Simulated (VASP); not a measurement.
Here is a VASP 6.6.1 calculation.

POSCAR

```
OsBr3
1.0
    6.4767920000      0.0000000000      0.0000000000
   -3.2383960000      5.6090700000      0.0000000000
    0.0000000000      0.0000000000      5.8511180000
Os Br
2 6
Direct
    0.0000000000      0.0000000000      0.0000000000
    0.0000000000      0.0000000000      0.5000000000
    0.3115000000      0.3115000000      0.2500000000
    0.0000000000      0.3115000000      0.7500000000
    0.6885000000      0.0000000000      0.2500000000
    0.6885000000      0.6885000000      0.7500000000
    0.0000000000      0.6885000000      0.2500000000
    0.3115000000      0.0000000000      0.7500000000
```

The input INCAR.step1:

```
  ALGO = Normal
  EDIFF = 1E-4
  ENCUT = 520
  GGA = PE
  ISMEAR = 0
  LASPH = T
  LCHARG = F
  LREAL = F
  LWAVE = T
  NBANDS = 39
  NELM = 80
  PREC = Accurate
  SIGMA = 0.161
```

The input INCAR.step2:

```
  ALGO = Normal
  EDIFF = 1E-7
  ENCUT = 520
  ISIF = 2
  ISMEAR = 0
  ISTART = 1
  LASPH = T
  LCHARG = T
  LELF = T
  LMIXTAU = T
  LREAL = F
  LVHAR = T
  LWAVE = F
  METAGGA = R2SCAN
  NBANDS = 39
  NELM = 80
  PREC = Accurate
  SIGMA = 0.161
```

The input KPOINTS:

```
k-points
0
Gamma
  6 6 6
```

Potentials or basis: VASP PAW PBE potentials, release 64 (Os, Br).

Launch:

```sh
$ cat potpaw_PBE.64/Os/POTCAR potpaw_PBE.64/Br/POTCAR > POTCAR
$ cp INCAR.step1 INCAR
$ mpirun -np 1 vasp_std > vasp.out
$ cp INCAR.step2 INCAR
$ mpirun -np 1 vasp_std > vasp.out
```

Estimate the band gap on the k mesh.

zero (bands 29 and 30 overlap by 0.57 eV).

What does it give for the pressure?

2.0 GPa.

Stress tensor (GPa, compression positive):
```
2.23 0.00 0.00
0.00 2.23 0.00
0.00 0.00 1.49
```

Caveat: the PAW data sets were made with another functional, which shifts forces and pressure a little; spin-orbit coupling is left out, which moves the levels of the heavy elements.
